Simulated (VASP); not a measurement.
A run of VASP 6.6.1 is set up as follows.

Contents of INCAR:

```
SYSTEM = W3C
PREC = Accurate ; ENCUT = 520
EDIFF = 1E-7 ; ISMEAR = 0
SIGMA = 0.1 ; LREAL = .FALSE.
LASPH = .TRUE. ; NELM = 60
ALGO = Normal ; ISIF = 2
LWAVE = .FALSE. ; LCHARG = .FALSE.
LDIPOL = .TRUE. ; IDIPOL = 3
DIPOL = 0.5 0.5 0.365 ; GGA = PE
IBRION = 2 ; NSW = 36
EDIFFG = -0.025
```

KPOINTS

```
regular mesh
0
G
  9 9 1
  0 0 0
```

File POSCAR:

```
W3C
1.0
    2.8547213223      0.0000000000      0.0000000000
   -1.4273606611      2.4722611858      0.0000000000
    0.0000000000      0.0000000000     20.1973423164
W C
3 1
Selective dynamics
Direct
    0.6666666667      0.3333333333      0.1980458586  F F F
    0.3333333333      0.6666666667      0.3143385340  F F F
    0.0000000000      0.0000000000      0.4306181566  F F F
    0.1666666667      0.3333333333      0.5167681051  F F T
```

Potentials or basis: VASP PAW PBE potentials, release 64 (W_sv, C).

Command:

```bash
$ cat potpaw_PBE.64/W_sv/POTCAR potpaw_PBE.64/C/POTCAR > POTCAR
$ mpirun -np 1 vasp_std > vasp.out
```

(1) Predict the energy gained by relaxing.

(2) Predict the band gap on the k mesh.

Answers

(1) 16.1 meV/atom.

(2) zero (bands 23 and 24 overlap by 0.80 eV).

Caveat: spin-orbit coupling is left out, which moves the levels of the heavy elements.
